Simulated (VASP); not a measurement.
Input of a VASP 6.6.1 run:

The input INCAR:

```
SYSTEM = Pt
ALGO = Normal ; EDIFF = 1E-6
ENCUT = 520 ; GGA = CA
ISIF = 2 ; ISMEAR = -1
LASPH = .True. ; LCHARG = .True.
LELF = .True. ; LREAL = .False.
LVHAR = .True. ; LWAVE = .False.
NBANDS = 33 ; NELM = 100
PREC = Accurate ; SIGMA = 0.1
```

KPOINTS

```
k-points
0
Gamma
  13 13 1
  0 0 0
```

File POSCAR:

```
Pt
1.0
    2.7543088548      0.0000000000      0.0000000000
    0.0000000000      2.7543088548      0.0000000000
    0.0000000000      0.0000000000     23.7904000000
Pt
5
Direct
    0.0000000000      0.0000000000      0.3389327928
    0.5000000000      0.5000000000      0.4185299866
    0.0000000000      0.0000000000      0.4999999999
    0.5000000000      0.5000000000      0.5814700133
    0.0000000000      0.0000000000      0.6610672075
```

Potentials or basis: VASP PAW LDA potentials, release 64 (Pt).

Run with:

```bash
$ cat potpaw_LDA.64/Pt/POTCAR > POTCAR
$ mpirun -np 1 vasp_std > vasp.out
```

Problem. Predict the largest force.

Solution. 0.045 eV/Å.

Problem. Estimate the band gap on the k mesh.

Solution. Zero (bands 25 and 26 overlap by 1.42 eV).

Forces in eV/Å, atoms in the order of the input:
```
Pt   0.000  0.000 -0.045
Pt   0.000  0.000  0.001
Pt   0.000  0.000  0.000
Pt   0.000  0.000 -0.001
Pt   0.000  0.000  0.045
```

Caveat: spin-orbit coupling is left out, which moves the levels of the heavy elements.
